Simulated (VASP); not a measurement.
# Cd3SeS2 (P3m1) in VASP: relaxation of cell and atoms with PBE

Aim: the relaxation of cell and atoms of Cd3SeS2 with PBE.

Program: VASP 6.6.1. These are calculated values, not measurements. Logs are shortened: lines on timing, memory, paths and dates and some standing lists are left out, and cuts for length are marked.

### Step 1. The cell of the first run

The structure is trigonal, space group P3m1 (No. 156). Conventional cell: a = 4.257 Å, b = 4.257 Å, c = 20.824 Å, α = 90.00°, β = 90.00°, γ = 120.00°. Within 3.4 Å of Cd (site symmetry 3m) lie 1 S at 2.57 Å and 3 Se at 2.65 Å. Within 3.4 Å of Cd (site symmetry 3m) lie 4 S at 2.57 to 2.58 Å. Cd (site symmetry 3m) has 1 S at 2.57 Å and 3 Se at 2.65 Å within 3.4 Å. Cd (site symmetry 3m) has 4 S at 2.57 to 2.59 Å within 3.4 Å. Cd (site symmetry 3m) has 3 S at 2.58 Å and 1 Se at 2.69 Å within 3.4 Å. Within 3.4 Å of Cd (site symmetry 3m) lie 3 S at 2.59 Å and 1 Se at 2.68 Å. Within 3.5 Å of Se (site symmetry 3m) lie 4 Cd at 2.65 to 2.69 Å. Se (site symmetry 3m) has 4 Cd at 2.65 to 2.68 Å within 3.5 Å.

### Step 2. Relaxation of cell and atoms, PBE

Contents of INCAR:

```
SYSTEM = Cd3SeS2
PREC = Accurate
ENCUT = 600
EDIFF = 1E-6
ISMEAR = 0
SIGMA = 0.01
LREAL = .False.
LASPH = .True.
NELM = 100
ALGO = Normal
ISIF = 3
LWAVE = .False.
LCHARG = .False.
GGA = PE
IBRION = 2
NSW = 80
EDIFFG = -0.001
```

Contents of KPOINTS:

```
regular mesh
0
Gamma
  6 6 2
  0 0 0
```

Contents of POSCAR:

```
Cd3SeS2
1.0
    4.2568203967      0.0000000000      0.0000000000
   -2.1284101983      3.6865146029      0.0000000000
    0.0000000000      0.0000000000     20.8238974000
Cd Se S
6 2 4
Direct
    0.6666666667      0.3333333333      0.0070240000
    0.6666666667      0.3333333333      0.3307830000
    0.6666666667      0.3333333333      0.6690100000
    0.0000000000      0.0000000000      0.1687970000
    0.0000000000      0.0000000000      0.4927920000
    0.0000000000      0.0000000000      0.8308180000
    0.0000000000      0.0000000000      0.6217380000
    0.0000000000      0.0000000000      0.9597560000
    0.6666666667      0.3333333333      0.1303030000
    0.6666666667      0.3333333333      0.4543410000
    0.6666666667      0.3333333333      0.7922990000
    0.0000000000      0.0000000000      0.2923380000
```

Potentials or basis: VASP PAW PBE potentials, release 64 (Cd, Se, S).

Command:

```console
$ cat potpaw_PBE.64/Cd/POTCAR potpaw_PBE.64/Se/POTCAR potpaw_PBE.64/S/POTCAR > POTCAR
$ mpirun -np 1 vasp_std > vasp.out
```

OUTCAR:

```text
SYSTEM = Cd3SeS2
   PREC = Accurate
   ENCUT = 600
   EDIFF = 1E-6
   ISMEAR = 0
   LREAL = .False.
   LASPH = .True.
   NELM = 100
   ISIF = 3
   GGA = PE
   IBRION = 2
   NSW = 80
   EDIFFG = -0.001

 ion  position               nearest neighbor table
   1  0.667  0.333  0.007-   9 2.57   8 2.65   8 2.65   8 2.65
   2  0.667  0.333  0.331-  10 2.57  12 2.58  12 2.58  12 2.58
   3  0.667  0.333  0.669-  11 2.57   7 2.65   7 2.65   7 2.65
   4  0.000  0.000  0.169-  12 2.57   9 2.59   9 2.59   9 2.59
   5  0.000  0.000  0.493-  10 2.58  10 2.58  10 2.58   7 2.69
   6  0.000  0.000  0.831-  11 2.59  11 2.59  11 2.59   8 2.68
   7  0.000  0.000  0.622-   3 2.65   3 2.65   3 2.65   5 2.69
   8  0.000  0.000  0.960-   1 2.65   1 2.65   1 2.65   6 2.68
   9  0.667  0.333  0.130-   1 2.57   4 2.59   4 2.59   4 2.59
  10  0.667  0.333  0.454-   2 2.57   5 2.58   5 2.58   5 2.58
  11  0.667  0.333  0.792-   3 2.57   6 2.59   6 2.59   6 2.59
  12  0.000  0.000  0.292-   4 2.57   2 2.58   2 2.58   2 2.58

  LATTYP: Found a hexagonal cell.
 ALAT       =     4.2568203967
 C/A-ratio  =     4.8918900633

  Lattice vectors:

 A1 = (   4.2568203967,   0.0000000000,   0.0000000000)
 A2 = (  -2.1284101983,   3.6865146029,   0.0000000000)
 A3 = (   0.0000000000,   0.0000000000,  20.8238974000)

Analysis of symmetry for initial positions (statically):
=====================================================================
 Subroutine PRICEL returns:
 Original cell was already a primitive cell.

 Routine SETGRP: Setting up the symmetry group for a
 hexagonal supercell.

 Subroutine GETGRP returns: Found  6 space group operations
 (whereof  6 operations were pure point group operations)
 out of a pool of 24 trial point group operations.

The static configuration has the point symmetry C_3v.

Analysis of symmetry for dynamics (positions and initial velocities):
=====================================================================
 Subroutine PRICEL returns:
 Original cell was already a primitive cell.

 Routine SETGRP: Setting up the symmetry group for a
 hexagonal supercell.

 Subroutine GETGRP returns: Found  6 space group operations
 (whereof  6 operations were pure point group operations)
 out of a pool of 24 trial point group operations.

The dynamic configuration has the point symmetry C_3v.

 Subroutine INISYM returns: Found  6 space group operations
 (whereof  6 operations are pure point group operations),
 and found     1 'primitive' translations

----------------------------------------------------------------------------------------

                                     Primitive cell

  volume of cell :     326.7859

  direct lattice vectors                    reciprocal lattice vectors
     4.256820397  0.000000000  0.000000000     0.234917123  0.135629464  0.000000000
    -2.128410198  3.686514603  0.000000000     0.000000000  0.271258928  0.000000000
     0.000000000  0.000000000 20.823897400     0.000000000  0.000000000  0.048021750

  length of vectors
     4.256820397  4.256820397 20.823897400     0.271258928  0.271258928  0.048021750

  position of ions in fractional coordinates (direct lattice)
     0.666666667  0.333333333  0.007024000
     0.666666667  0.333333333  0.330783000
     0.666666667  0.333333333  0.669010000
     0.000000000  0.000000000  0.168797000
     0.000000000  0.000000000  0.492792000
     0.000000000  0.000000000  0.830818000
     0.000000000  0.000000000  0.621738000
     0.000000000  0.000000000  0.959756000
     0.666666667  0.333333333  0.130303000
     0.666666667  0.333333333  0.454341000
     0.666666667  0.333333333  0.792299000
     0.000000000  0.000000000  0.292338000

  ion indices of the primitive-cell ions
   primitive index   ion index
                 1           1
                 2           2
                 3           3
                 4           4
                 5           5
                 6           6
                 7           7
                 8           8
                 9           9
                10          10
                11          11
                12          12

----------------------------------------------------------------------------------------

 KPOINTS: regular mesh

Automatic generation of k-mesh.
 Grid dimensions read from file:
 generate k-points for:    6    6    2

 Generating k-lattice:

  Cartesian coordinates                     Fractional coordinates (reciprocal lattice)
     0.039152854  0.022604911  0.000000000     0.166666667  0.000000000  0.000000000
     0.000000000  0.045209821  0.000000000     0.000000000  0.166666667  0.000000000
     0.000000000  0.000000000  0.024010875     0.000000000  0.000000000  0.500000000

  Length of vectors
     0.045209821  0.045209821  0.024010875

  Shift w.r.t. Gamma in fractional coordinates (k-lattice)
     0.000000000  0.000000000  0.000000000

 Subroutine IBZKPT returns following result:
 ===========================================

 Found     14 irreducible k-points:

 Following reciprocal coordinates:
            Coordinates               Weight
  0.000000  0.000000  0.000000      1.000000
  0.166667  0.000000  0.000000      6.000000
  0.333333  0.000000  0.000000      6.000000
  0.500000  0.000000  0.000000      3.000000
  0.166667  0.166667  0.000000      6.000000
  0.333333  0.166667  0.000000     12.000000
  0.333333  0.333333  0.000000      2.000000
  0.000000  0.000000  0.500000      1.000000
  0.166667  0.000000  0.500000      6.000000
  0.333333  0.000000  0.500000      6.000000
  0.500000  0.000000  0.500000      3.000000
  0.166667  0.166667  0.500000      6.000000
  0.333333  0.166667  0.500000     12.000000
  0.333333  0.333333  0.500000      2.000000
   k-points           NKPTS =     14   k-points in BZ     NKDIM =     14   number of bands    NBANDS=     64
   number of dos      NEDOS =    301   number of ions     NIONS =     12
   total plane-waves  NPLWV = 217728
   dimension x,y,z NGX =    36 NGY =   36 NGZ =  168
   dimension x,y,z NGXF=    72 NGYF=   72 NGZF=  336
   ions per type =               6   2   4
   NGX,Y,Z   is equivalent  to a cutoff of  14.06, 14.06, 13.41 a.u.
   NGXF,Y,Z  is equivalent  to a cutoff of  28.12, 28.12, 26.82 a.u.
 SYSTEM =  Cd3SeS2
   PREC   = accura    normal or accurate (medium, high low for compatibility)
   ISTART =      0    job   : 0-new  1-cont  2-samecut
   ICHARG =      2    charge: 1-file 2-atom 10-const
   ISPIN  =      1    spin polarized calculation?
   LNONCOLLINEAR =      F non collinear calculations
   LSORBIT =      F    spin-orbit coupling
   LASPH  =      T    aspherical Exc in radial PAW
   ENCUT  =  600.0 eV  44.10 Ry    6.64 a.u.   8.50  8.50 41.59*2*pi/ulx,y,z
   NELM   =    100;   NELMIN=  2; NELMDL= -5     # of ELM steps
   EDIFF  = 0.1E-05   stopping-criterion for ELM
   LREAL  =      F    real-space projection
   EDIFFG = -.1E-02   stopping-criterion for IOM
   NSW    =     80    number of steps for IOM
   IBRION =      2    ionic relax: 0-MD 1-quasi-New 2-CG
   NFREE  =      1    steps in history (QN), initial steepest desc. (CG)
   ISIF   =      3    stress and relaxation
   ISYM   =      2    0-nonsym 1-usesym 2-fastsym
   POTIM  = 0.5000    time-step for ionic-motion
   TEBEG  =    0.0;   TEEND  =   0.0 temperature during run
   PSTRESS=    0.0 pullay stress
   NELECT =     108.0000    total number of electrons
   NUPDOWN=      -1.0000    fix difference up-down
   EMIN   =  10.00;   EMAX   =-10.00  energy-range for DOS
   EFERMI =   0.00;   METHOD = LEGACY
   ISMEAR =     0;   SIGMA  =   0.01  broadening in eV -4-tet -1-fermi 0-gaus
   EFERMI_NEDOS =   21; number of points for ismear=-14 and -15
   IALGO  =     38    algorithm
   IMIX   =      4    mixing-type and parameters
     AMIX     =   0.40;   BMIX     =  1.00
     AMIX_MAG =   1.60;   BMIX_MAG =  1.00
  volume/ion in A,a.u.               =      27.23       183.77
  Fermi-wavevector in a.u.,A,eV,Ry     =   1.131866  2.138916 17.430702  1.281120
  Thomas-Fermi vector in A             =   2.268566
   LORBIT       =      0    0 simple, 1 ext, 2 COOP (PROOUT), +10 PAW based schemes
   GGA     = PE    functional components
   LHFCALC =     F    Hartree Fock is set to
   AEXX    =    0.0000 exact exchange contribution
   IVDW    =     0    specifies the selected vdW correction
   LEPSILON=     F    determine dielectric tensor
   LRPA    =     F    only Hartree local field effects (RPA)
 conjugate gradient relaxation of ions
 non-spin polarized calculation
 Gauss-broadening in eV      SIGMA  =   0.01
  energy-cutoff  :      600.00
  volume of cell :      326.79
 maximum number of plane-waves:     10980
 NGX is ok and might be reduce to    36
   NGX = 17   NGY = 17   NGZ = 83

--------------------------------------- Ionic step        1  -------------------------------------------

 number of electron     107.9999988 magnetization

 Free energy of the ion-electron system (eV)
  ---------------------------------------------------
  ext. energy  EPLUGINS =         0.00000000
  ---------------------------------------------------
  free energy    TOTEN  =       -35.50376605 eV

  energy without entropy =      -35.50376605  energy(sigma->0) =      -35.50376605

------------------------ aborting loop because EDIFF is reached ----------------------------------------

  FORCE on cell =-STRESS in cart. coord.  units (eV):
  Direction    XX          YY          ZZ          XY          YZ          ZX
  --------------------------------------------------------------------------------------
  -------------------------------------------------------------------------------------
  Total        0.4864248      0.4864248      0.5271212      0.0000000      0.0000000      0.0000000
  in kB        2.3848606      2.3848606      2.5843882      0.0000000      0.0000000      0.0000000
  external PRESSURE =       2.4513698 kB  Pullay stress =       0.0000000 kB
[... 119 lines left out ...]
  FREE ENERGIE OF THE ION-ELECTRON SYSTEM (eV)
  ---------------------------------------------------
  free  energy   TOTEN  =       -35.5049854205 eV

  energy  without entropy=      -35.5049854205  energy(sigma->0) =      -35.50498542

[... ionic steps 4 to 28 ...]

--------------------------------------- Ionic step       29  -------------------------------------------

 number of electron     107.9999986 magnetization

------------------------ aborting loop because EDIFF is reached ----------------------------------------

  FORCE on cell =-STRESS in cart. coord.  units (eV):
  Direction    XX          YY          ZZ          XY          YZ          ZX
  --------------------------------------------------------------------------------------
  -------------------------------------------------------------------------------------
  Total        0.0083769      0.0083769     -0.0122210      0.0000000     -0.0000000      0.0000000
  in kB        0.0408717      0.0408717     -0.0596271      0.0000000     -0.0000000      0.0000000
  external PRESSURE =       0.0073721 kB  Pullay stress =       0.0000000 kB
[... 77 lines left out ...]
  energy  without entropy=      -35.5049891202  energy(sigma->0) =      -35.50498912

--------------------------------------- Ionic step       31  -------------------------------------------

 number of electron     107.9999986 magnetization

 Free energy of the ion-electron system (eV)
  ---------------------------------------------------
  ext. energy  EPLUGINS =         0.00000000
  ---------------------------------------------------
  free energy    TOTEN  =       -35.50498896 eV

  energy without entropy =      -35.50498896  energy(sigma->0) =      -35.50498896

 E-fermi :   0.9898     XC(G=0):  -8.8001

 val. band max:        0.9242068907   @ k =   0.0000   0.0000   0.0000
 cond. band min:       1.6222752927   @ k =   0.0000   0.0000   0.0000
 fundamental gap:      0.6980684020
 Fermi energy:         0.9898477056

 k-point     1 :       0.0000    0.0000    0.0000
  band No.  band energies     occupation
      1     -11.3988      2.00000
      2     -11.3061      2.00000
      3     -11.2963      2.00000
      4     -11.1267      2.00000
      5     -11.1112      2.00000
      6     -11.0224      2.00000
[... 966 lines left out ...]
  FREE ENERGIE OF THE ION-ELECTRON SYSTEM (eV)
  ---------------------------------------------------
  free  energy   TOTEN  =       -35.5049889552 eV

  energy  without entropy=      -35.5049889552  energy(sigma->0) =      -35.50498896

 reached required accuracy - stopping structural energy minimisation
```

Wall time 57 min (1 thread of AMD EPYC 7R43 (Zen 3), shared host); peak memory 0.69 GiB.

Results:

```yaml
Free_energy: -35.5050 eV
Relaxed_volume: 27.37 Å³/atom
Relaxed_cell: a = 4.264 Å, b = 4.264 Å, c = 20.858 Å, α = 90.00°, β = 90.00°, γ = 120.00°
Space_group_after_relaxing_to_0.05_Å: P3m1 (No. 156)
Energy_gained_by_relaxing: 0.1 meV/atom
Ionic_steps: 31
Pressure_after_relaxing: 0.0 GPa
Band_gap_on_the_k_mesh: 0.70 eV, direct
```

Step by step:
```csv
step,energy change (eV),largest force (eV/Å),pressure (GPa),volume (Å³)
1,0.0000,0.0069,0.25,326.79
2,-0.0011,0.0039,-0.05,328.76
3,-0.0012,0.0037,0.00,328.38
4,-0.0012,0.0036,0.00,328.35
5,-0.0009,0.0039,0.12,327.57
6,-0.0012,0.0035,0.01,328.32
7,-0.0012,0.0011,0.01,328.32
8,-0.0012,0.0007,0.01,328.33
9,-0.0012,0.0014,0.00,328.36
10,-0.0012,0.0012,0.01,328.36
11,-0.0012,0.0011,0.01,328.37
12,-0.0012,0.0013,0.00,328.39
13,-0.0012,0.0012,0.00,328.39
14,-0.0012,0.0011,0.01,328.40
15,-0.0012,0.0012,0.00,328.42
16,-0.0012,0.0015,-0.01,328.42
17,-0.0012,0.0015,-0.01,328.41
18,-0.0012,0.0018,-0.01,328.41
19,-0.0012,0.0017,-0.01,328.40
20,-0.0012,0.0008,-0.01,328.38
21,-0.0012,0.0012,0.01,328.29
22,-0.0012,0.0011,0.00,328.35
23,-0.0012,0.0017,0.01,328.35
24,-0.0012,0.0014,0.00,328.37
25,-0.0012,0.0018,0.00,328.37
26,-0.0012,0.0017,0.00,328.37
27,-0.0012,0.0020,0.00,328.37
28,-0.0012,0.0016,0.00,328.38
29,-0.0012,0.0006,0.00,328.38
30,-0.0012,0.0004,0.00,328.38
31,-0.0012,0.0007,0.00,328.39
```

Final structure:
```
Cd Se S
1.0
     4.26379    0.00000    0.00000
    -2.13189    3.69255    0.00000
     0.00000    0.00000   20.85766
Cd Se S
6 2 4
Direct
  0.66667 0.33333 0.00698
  0.66667 0.33333 0.33078
  0.66667 0.33333 0.66899
  0.00000 0.00000 0.16879
  0.00000 0.00000 0.49278
  0.00000 0.00000 0.83080
  0.00000 0.00000 0.62175
  0.00000 0.00000 0.95976
  0.66667 0.33333 0.13030
  0.66667 0.33333 0.45437
  0.66667 0.33333 0.79232
  0.00000 0.00000 0.29235
```
